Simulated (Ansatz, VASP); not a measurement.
# Two plane-wave programs on Ta

```xyz
1
Lattice="-1.6513 1.6513 1.7173 1.6513 -1.6513 1.7173 1.6513 1.6513 -1.7173" Properties=species:S:1:pos:R:3 pbc="T T T"
Ta    0.0000    0.0000    0.0000
```

Change from the starting cell: strain +0.000 along x and y, +0.040 along z, atoms carried along.

Alike in both runs: task single point; functional PBE; k mesh 20 × 20 × 20; occupations gaussian, width 0.15 eV; no spin polarisation.

|  | VASP | Ansatz |
| --- | --- | --- |
| version | VASP 6.6.1 | Ansatz 0.2.0 |
| potentials or method | VASP PAW PBE potentials, release 64 (Ta_pv), cutoff 520 eV | scalar-relativistic, plane waves, PAW |
| valence electrons in the cell | 11 | 13 |

```csv
,VASP,Ansatz,Ansatz less VASP
gap on the k mesh at the Fermi level (eV),none,none,-
pressure (GPa),-4.2,-4.3,-0.07
"traceless stress, the component that is largest in VASP (GPa)",-2.63,-2.63,-0.006
```

A gap of «none» marks a metal or a gap that the smearing closes. VASP's potentials hold 11 valence electrons a cell and Ansatz's 13, so a difference there can come from the potentials and not from the codes.

Neither program's run includes spin-orbit coupling.
